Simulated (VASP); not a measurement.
# Cr3N (Pm-3m) in VASP: notebook

Cr3N is run at these levels: PBE; tasks: single point, relaxation of cell and atoms.

Program: VASP 6.6.1. These are calculated values, not measurements. Logs are shortened: lines on timing, memory, paths and dates and some standing lists are left out, and cuts for length are marked.

**1. The cell of the first run**

It takes space group Pm-3m (No. 221, cubic). Conventional cell: a = 3.431 Å, b = 3.431 Å, c = 3.431 Å, α = 90.00°, β = 90.00°, γ = 90.00°. Cr (site symmetry 4/mmm) has 8 Cr at 2.43 Å and 4 N at 2.43 Å within 3.2 Å. N (site symmetry m-3m) has 12 Cr at 2.43 Å within 3.2 Å.

**2. Single point, PBE, collinear spin, ferromagnetic start**

Input file INCAR:

```
PREC = Accurate ; ENCUT = 520
EDIFF = 1E-6 ; ISMEAR = 0
SIGMA = 0.1 ; LREAL = F
LASPH = T ; NELM = 150
ALGO = Normal ; ISIF = 2
LWAVE = F ; LCHARG = T
ISPIN = 2 ; MAGMOM = 3 3 3 0
LORBIT = 11 ; LMAXMIX = 4
GGA = PE ; LELF = T
LVHAR = T ; NBANDS = 32
```

Input file KPOINTS:

```
regular mesh
0
Gamma
  6 6 6
```

Input file POSCAR:

```
Cr3N
1.0
    3.4308364688      0.0000000000      0.0000000000
    0.0000000000      3.4308364688      0.0000000000
    0.0000000000      0.0000000000      3.4308364688
Cr N
3 1
Direct
    0.0000000000      0.5000000000      0.5000000000
    0.5000000000      0.0000000000      0.5000000000
    0.5000000000      0.5000000000      0.0000000000
    0.0000000000      0.0000000000      0.0000000000
```

Potentials or basis: VASP PAW PBE potentials, release 64 (Cr_pv, N).

The run is started by

```
> cat potpaw_PBE.64/Cr_pv/POTCAR potpaw_PBE.64/N/POTCAR > POTCAR
> mpirun -np 1 vasp_std > vasp.out
```

OUTCAR:

```text
PREC = Accurate
   ENCUT = 520
   EDIFF = 1E-6
   ISMEAR = 0
   LREAL = F
   LASPH = T
   NELM = 150
   ISIF = 2
   ISPIN = 2
   LORBIT = 11
   GGA = PE

 ion  position               nearest neighbor table
   1  0.000  0.500  0.500-   2 2.43   3 2.43   4 2.43   3 2.43   4 2.43   2 2.43   4 2.43   4 2.43
                             2 2.43   3 2.43   3 2.43   2 2.43
   2  0.500  0.000  0.500-   1 2.43   3 2.43   4 2.43   3 2.43   4 2.43   1 2.43   3 2.43   3 2.43
                             1 2.43   4 2.43   4 2.43   1 2.43
   3  0.500  0.500  0.000-   1 2.43   2 2.43   4 2.43   1 2.43   2 2.43   2 2.43   4 2.43   2 2.43
                             1 2.43   4 2.43   1 2.43   4 2.43
   4  0.000  0.000  0.000-   1 2.43   2 2.43   3 2.43   1 2.43   2 2.43   1 2.43   3 2.43   1 2.43
                             2 2.43   3 2.43   2 2.43   3 2.43

  LATTYP: Found a simple cubic cell.
 ALAT       =     3.4308364688

  Lattice vectors:

 A1 = (   3.4308364688,   0.0000000000,   0.0000000000)
 A2 = (   0.0000000000,   3.4308364688,   0.0000000000)
 A3 = (   0.0000000000,   0.0000000000,   3.4308364688)

Analysis of symmetry for initial positions (statically):
=====================================================================
 Subroutine PRICEL returns:
 Original cell was already a primitive cell.

 Routine SETGRP: Setting up the symmetry group for a
 simple cubic supercell.

 Subroutine GETGRP returns: Found 48 space group operations
 (whereof 48 operations were pure point group operations)
 out of a pool of 48 trial point group operations.

The static configuration has the point symmetry O_h .

Analysis of symmetry for dynamics (positions and initial velocities):
=====================================================================
 Subroutine PRICEL returns:
 Original cell was already a primitive cell.

 Routine SETGRP: Setting up the symmetry group for a
 simple cubic supercell.

 Subroutine GETGRP returns: Found 48 space group operations
 (whereof 48 operations were pure point group operations)
 out of a pool of 48 trial point group operations.

The dynamic configuration has the point symmetry O_h .

Analysis of structural, dynamic, and magnetic symmetry:
=====================================================================
 Subroutine PRICEL returns:
 Original cell was already a primitive cell.

 Routine SETGRP: Setting up the symmetry group for a
 simple cubic supercell.

 Subroutine GETGRP returns: Found 48 space group operations
 (whereof 48 operations were pure point group operations)
 out of a pool of 48 trial point group operations.

The overall configuration has the point symmetry O_h .

 Subroutine INISYM returns: Found 48 space group operations
 (whereof 48 operations are pure point group operations),
 and found     1 'primitive' translations

----------------------------------------------------------------------------------------

                                     Primitive cell

  volume of cell :      40.3831

  direct lattice vectors                    reciprocal lattice vectors
     3.430836469  0.000000000  0.000000000     0.291474108  0.000000000  0.000000000
     0.000000000  3.430836469  0.000000000     0.000000000  0.291474108  0.000000000
     0.000000000  0.000000000  3.430836469     0.000000000  0.000000000  0.291474108

  length of vectors
     3.430836469  3.430836469  3.430836469     0.291474108  0.291474108  0.291474108

  position of ions in fractional coordinates (direct lattice)
     0.000000000  0.500000000  0.500000000
     0.500000000  0.000000000  0.500000000
     0.500000000  0.500000000  0.000000000
     0.000000000  0.000000000  0.000000000

  ion indices of the primitive-cell ions
   primitive index   ion index
                 1           1
                 2           2
                 3           3
                 4           4

----------------------------------------------------------------------------------------

 KPOINTS: regular mesh

Automatic generation of k-mesh.
 Grid dimensions read from file:
 generate k-points for:    6    6    6

 Generating k-lattice:

  Cartesian coordinates                     Fractional coordinates (reciprocal lattice)
     0.048579018  0.000000000  0.000000000     0.166666667  0.000000000  0.000000000
     0.000000000  0.048579018  0.000000000     0.000000000  0.166666667  0.000000000
     0.000000000  0.000000000  0.048579018     0.000000000  0.000000000  0.166666667

  Length of vectors
     0.048579018  0.048579018  0.048579018

  Shift w.r.t. Gamma in fractional coordinates (k-lattice)
     0.000000000  0.000000000  0.000000000

 Subroutine IBZKPT returns following result:
 ===========================================

 Found     20 irreducible k-points:

 Following reciprocal coordinates:
            Coordinates               Weight
  0.000000  0.000000  0.000000      1.000000
  0.166667  0.000000  0.000000      6.000000
  0.333333  0.000000  0.000000      6.000000
  0.500000  0.000000  0.000000      3.000000
  0.166667  0.166667  0.000000     12.000000
  0.333333  0.166667  0.000000     24.000000
[... 12 lines left out ...]
  0.500000  0.500000  0.333333      6.000000
  0.500000  0.500000  0.500000      1.000000
   k-points           NKPTS =     20   k-points in BZ     NKDIM =     20   number of bands    NBANDS=     32
   number of dos      NEDOS =    301   number of ions     NIONS =      4
   total plane-waves  NPLWV =  21952
   dimension x,y,z NGX =    28 NGY =   28 NGZ =   28
   dimension x,y,z NGXF=    56 NGYF=   56 NGZF=   56
   ions per type =               3   1
   NGX,Y,Z   is equivalent  to a cutoff of  13.57, 13.57, 13.57 a.u.
   NGXF,Y,Z  is equivalent  to a cutoff of  27.14, 27.14, 27.14 a.u.
 SYSTEM =  unknown system
   PREC   = accura    normal or accurate (medium, high low for compatibility)
   ISTART =      0    job   : 0-new  1-cont  2-samecut
   ICHARG =      2    charge: 1-file 2-atom 10-const
   ISPIN  =      2    spin polarized calculation?
   LNONCOLLINEAR =      F non collinear calculations
   LSORBIT =      F    spin-orbit coupling
   LASPH  =      T    aspherical Exc in radial PAW
   ENCUT  =  520.0 eV  38.22 Ry    6.18 a.u.   6.38  6.38  6.38*2*pi/ulx,y,z
   NELM   =    150;   NELMIN=  2; NELMDL= -5     # of ELM steps
   EDIFF  = 0.1E-05   stopping-criterion for ELM
   LREAL  =      F    real-space projection
   EDIFFG = 0.1E-04   stopping-criterion for IOM
   NSW    =      0    number of steps for IOM
   IBRION =     -1    ionic relax: 0-MD 1-quasi-New 2-CG
   NFREE  =      0    steps in history (QN), initial steepest desc. (CG)
   ISIF   =      2    stress and relaxation
   ISYM   =      2    0-nonsym 1-usesym 2-fastsym
   POTIM  = 0.5000    time-step for ionic-motion
   TEBEG  =    0.0;   TEEND  =   0.0 temperature during run
   PSTRESS=    0.0 pullay stress
   NELECT =      41.0000    total number of electrons
   NUPDOWN=      -1.0000    fix difference up-down
   EMIN   =  10.00;   EMAX   =-10.00  energy-range for DOS
   EFERMI =   0.00;   METHOD = LEGACY
   ISMEAR =     0;   SIGMA  =   0.10  broadening in eV -4-tet -1-fermi 0-gaus
   EFERMI_NEDOS =   21; number of points for ismear=-14 and -15
   IALGO  =     38    algorithm
   IMIX   =      4    mixing-type and parameters
     AMIX     =   0.40;   BMIX     =  1.00
     AMIX_MAG =   1.60;   BMIX_MAG =  1.00
  volume/ion in A,a.u.               =      10.10        68.13
  Fermi-wavevector in a.u.,A,eV,Ry     =   1.645392  3.109340 36.835263  2.707315
  Thomas-Fermi vector in A             =   2.735197
   LORBIT       =     11    0 simple, 1 ext, 2 COOP (PROOUT), +10 PAW based schemes
   GGA     = PE    functional components
   LHFCALC =     F    Hartree Fock is set to
   AEXX    =    0.0000 exact exchange contribution
   IVDW    =     0    specifies the selected vdW correction
   LEPSILON=     F    determine dielectric tensor
   LRPA    =     F    only Hartree local field effects (RPA)
 spin polarized calculation
 Gauss-broadening in eV      SIGMA  =   0.10
  energy-cutoff  :      520.00
  volume of cell :       40.38
 maximum number of plane-waves:      1108
 NGX is ok and might be reduce to    28
   NGX = 13   NGY = 13   NGZ = 13

 number of electron      41.0000040 magnetization       0.0074062

 Free energy of the ion-electron system (eV)
  ---------------------------------------------------
  ext. energy  EPLUGINS =         0.00000000
  ---------------------------------------------------
  free energy    TOTEN  =       -33.49209321 eV

  energy without entropy =      -33.46027823  energy(sigma->0) =      -33.47618572

 E-fermi :  11.4256     XC(G=0): -13.6203

 val. band max:       11.4117662897   @ k =   0.1667   0.1667   0.0000
 cond. band min:      11.4318121370   @ k =   0.3333   0.3333   0.1667
 fundamental gap:      0.0200458473
 Fermi energy:        11.4255684588

 spin component 1

 k-point     1 :       0.0000    0.0000    0.0000
  band No.  band energies     occupation
      1     -32.3583      1.00000
      2     -32.3583      1.00000
      3     -32.3583      1.00000
      4     -31.7808      1.00000
      5     -31.7808      1.00000
      6     -31.7808      1.00000
[... 24 lines left out ...]
     31      18.7176      0.00000
     32      18.7205      0.00000

 k-point     2 :       0.1667    0.0000    0.0000
  band No.  band energies     occupation
      1     -32.3230      1.00000
      2     -32.3230      1.00000
      3     -32.3056      1.00000
      4     -31.7935      1.00000
      5     -31.7935      1.00000
      6     -31.7865      1.00000
[... 24 lines left out ...]
     31      18.7177      0.00000
     32      18.7237      0.00000
[... 593 lines left out ...]
     31      18.7124      0.00000
     32      18.7165      0.00000

 k-point    20 :       0.5000    0.5000    0.5000
  band No.  band energies     occupation
      1     -32.6785      1.00000
      2     -32.2936      1.00000
      3     -32.2936      1.00000
      4     -32.2936      1.00000
      5     -31.4744      1.00000
      6     -31.4744      1.00000
[... 24 lines left out ...]
     31      18.7145      0.00000
     32      18.7145      0.00000
 Fermi energy:        11.4255684588

 spin component 2

 k-point     1 :       0.0000    0.0000    0.0000
  band No.  band energies     occupation
      1     -32.3560      1.00000
      2     -32.3560      1.00000
      3     -32.3560      1.00000
      4     -31.7782      1.00000
      5     -31.7782      1.00000
      6     -31.7782      1.00000
[... 24 lines left out ...]
     31      18.7207      0.00000
     32      18.7236      0.00000

 k-point     2 :       0.1667    0.0000    0.0000
  band No.  band energies     occupation
      1     -32.3208      1.00000
      2     -32.3208      1.00000
      3     -32.3034      1.00000
      4     -31.7909      1.00000
      5     -31.7909      1.00000
      6     -31.7839      1.00000
[... 24 lines left out ...]
     31      18.7207      0.00000
     32      18.7268      0.00000
[... 593 lines left out ...]
     31      18.7155      0.00000
     32      18.7196      0.00000

 k-point    20 :       0.5000    0.5000    0.5000
  band No.  band energies     occupation
      1     -32.6767      1.00000
      2     -32.2911      1.00000
      3     -32.2911      1.00000
      4     -32.2911      1.00000
      5     -31.4718      1.00000
      6     -31.4718      1.00000
[... 24 lines left out ...]
     31      18.7177      0.00000
     32      18.7177      0.00000

------------------------ aborting loop because EDIFF is reached ----------------------------------------

  FORCE on cell =-STRESS in cart. coord.  units (eV):
  Direction    XX          YY          ZZ          XY          YZ          ZX
  --------------------------------------------------------------------------------------
  -------------------------------------------------------------------------------------
  Total       -0.0815128     -0.0815128     -0.0815128     -0.0000000     -0.0000000      0.0000000
  in kB       -3.2339718     -3.2339718     -3.2339718     -0.0000000     -0.0000000      0.0000000
  external PRESSURE =      -3.2339718 kB  Pullay stress =       0.0000000 kB

 VOLUME and BASIS-vectors are now :
 -----------------------------------------------------------------------------
  energy-cutoff  :      520.00
  volume of cell :       40.38
      direct lattice vectors                 reciprocal lattice vectors
     3.430836469  0.000000000  0.000000000     0.291474108  0.000000000  0.000000000
     0.000000000  3.430836469  0.000000000     0.000000000  0.291474108  0.000000000
     0.000000000  0.000000000  3.430836469     0.000000000  0.000000000  0.291474108

 POSITION                                       TOTAL-FORCE (eV/Angst)
 -----------------------------------------------------------------------------------
      0.00000      1.71542      1.71542         0.000000      0.000000      0.000000
      1.71542      0.00000      1.71542         0.000000      0.000000      0.000000
      1.71542      1.71542      0.00000         0.000000      0.000000      0.000000
      0.00000      0.00000      0.00000         0.000000      0.000000      0.000000
 -----------------------------------------------------------------------------------
    total drift:                                0.000000      0.000000      0.000000

  FREE ENERGIE OF THE ION-ELECTRON SYSTEM (eV)
  ---------------------------------------------------
  free  energy   TOTEN  =       -33.4920932117 eV

  energy  without entropy=      -33.4602782266  energy(sigma->0) =      -33.47618572

 total charge

# of ion       s       p       d       tot
------------------------------------------
    1        0.378   6.326   4.408  11.112
    2        0.378   6.326   4.408  11.112
    3        0.378   6.326   4.408  11.112
    4        1.299   2.194   0.000   3.493
--------------------------------------------------
tot          2.432  21.173  13.224  36.830

 magnetization (x)

# of ion       s       p       d       tot
------------------------------------------
    1        0.000   0.000   0.002   0.002
    2        0.000   0.000   0.002   0.002
    3        0.000   0.000   0.002   0.002
    4        0.000  -0.000   0.000   0.000
--------------------------------------------------
tot          0.000   0.000   0.006   0.006
```

Run time: 35 s. Hardware: 1 thread of Intel Xeon 6975P-C (Granite Rapids), shared host; peak memory 0.19 GiB.

What came out:

* Free energy: -33.4921 eV
* Pressure: -0.3 GPa
* Net moment: 0.01 μB per cell
* Valence electrons inside the program's atomic spheres: Cr 11.11; N 3.49

Caveat: the starting moments collapsed, and a magnetic state may lie lower. With open d or f shells a metallic result of PBE can be an artefact of self-interaction; +U or a hybrid may open a gap.

**3. Single point, PBE**

Input file INCAR:

```
  PREC = Accurate
  ENCUT = 520
  EDIFF = 1E-6
  ISMEAR = 0
  SIGMA = 0.1
  LREAL = False
  LASPH = True
  NELM = 100
  ALGO = Normal
  ISIF = 2
  LWAVE = False
  LCHARG = False
  GGA = PE
  NBANDS = 28
```

Input file KPOINTS:

```
regular mesh
0
Gamma
  14 14 14
```

Input file POSCAR:

```
Cr3N
1.0
    3.4305160737      0.0000000000      0.0000000000
    0.0000000000      3.4305160737      0.0000000000
    0.0000000000      0.0000000000      3.4305160737
Cr N
3 1
Direct
    0.0000000000      0.5000000000      0.5000000000
    0.5000000000      0.0000000000      0.5000000000
    0.5000000000      0.5000000000      0.0000000000
    0.0000000000      0.0000000000      0.0000000000
```

Potentials or basis: VASP PAW PBE potentials, release 64 (Cr_pv, N).

The run is started by

```
> cat potpaw_PBE.64/Cr_pv/POTCAR potpaw_PBE.64/N/POTCAR > POTCAR
> mpirun -np 1 vasp_std > vasp.out
```

It took 55 s on 1 thread of Intel Xeon 6975P-C (Granite Rapids), shared host; peak memory 0.23 GiB.

The run converged. Its results:

```
Free energy : -33.4993 eV
Pressure    : -0.3 GPa
```

Levels at points of the mesh, in eV from the Fermi level:
```
           k point  band 19  band 20  band 21  band 22  band 23  band 24
(0.00, 0.00, 0.00)    -3.63    -0.77     0.31     0.31     0.31     1.63
(0.50, 0.00, 0.00)    -1.17    -0.46    -0.20    -0.20    -0.18     0.78
(0.50, 0.50, 0.00)    -1.06    -0.13    -0.13    -0.03     0.16     0.87
(0.50, 0.50, 0.50)    -1.34    -0.94     0.19     0.19     0.19     0.81
```

Caveat: the run has no spin polarisation, though such a crystal can be magnetic. With open d or f shells a metallic result of PBE can be an artefact of self-interaction; +U or a hybrid may open a gap.

**4. Single point, PBE, collinear spin, ferromagnetic start**

This run uses another cell than the first one, of 10.59 Å³/atom, 1.049 times its volume.

Input file INCAR:

```
  ALGO = Normal
  EDIFF = 1E-6
  ENCUT = 520
  GGA = PE
  ISIF = 2
  ISMEAR = 0
  ISPIN = 2
  LASPH = True
  LCHARG = False
  LMAXMIX = 4
  LORBIT = 11
  LREAL = False
  LWAVE = False
  MAGMOM = 3 3 3 0
  NBANDS = 32
  NELM = 150
  PREC = Accurate
  SIGMA = 0.1
```

Input file KPOINTS:

```
k-points
0
Gamma
  6 6 6
```

Input file POSCAR:

```
Cr3N
1.0
    3.4857133500      0.0000000000      0.0000000000
    0.0000000000      3.4857133500      0.0000000000
    0.0000000000      0.0000000000      3.4857133500
Cr N
3 1
Direct
    0.0000000000      0.5000000000      0.5000000000
    0.5000000000      0.0000000000      0.5000000000
    0.5000000000      0.5000000000      0.0000000000
    0.0000000000      0.0000000000      0.0000000000
```

The run is started by

```
> cat potpaw_PBE.64/Cr_pv/POTCAR potpaw_PBE.64/N/POTCAR > POTCAR
> mpirun -np 1 vasp_std > vasp.out
```

Wall time 32 s (1 thread of Intel Xeon 6975P-C (Granite Rapids), shared host); peak memory 0.19 GiB.

It converged, with:

- Free energy: -33.4311 eV
- Pressure: -9.6 GPa
- Net moment: 0.00 μB per cell
- Valence electrons inside the program's atomic spheres: Cr 11.01; N 3.47

Levels at points of the mesh, in eV from the Fermi level:
Spin up:
```tsv
k point	band 18	band 19	band 20	band 21	band 22	band 23	band 24	band 25
(0.00, 0.00, 0.00)	-3.39	-3.39	-0.93	0.30	0.30	0.30	1.53	1.53
(0.50, 0.00, 0.00)	-1.17	-1.09	-0.40	-0.18	-0.18	-0.16	0.74	1.04
(0.50, 0.50, 0.00)	-1.00	-1.00	-0.12	-0.12	-0.02	0.12	0.82	1.00
(0.50, 0.50, 0.50)	-1.25	-1.25	-0.96	0.20	0.20	0.20	0.65	0.91
```
Spin down:
```tsv
k point	band 17	band 18	band 19	band 20	band 21	band 22	band 23	band 24	band 25	band 26
(0.00, 0.00, 0.00)	-3.39	-3.39	-3.39	-0.93	0.30	0.30	0.30	1.53	1.53	2.27
(0.50, 0.00, 0.00)	-1.17	-1.17	-1.09	-0.40	-0.18	-0.18	-0.16	0.74	1.04	1.64
(0.50, 0.50, 0.00)	-2.27	-1.00	-1.00	-0.12	-0.12	-0.02	0.12	0.82	1.00	1.06
(0.50, 0.50, 0.50)	-1.25	-1.25	-1.25	-0.96	0.20	0.20	0.20	0.65	0.91	0.91
```

Caveat: the starting moments collapsed, and a magnetic state may lie lower.

(Continued in part 2 of 2.)
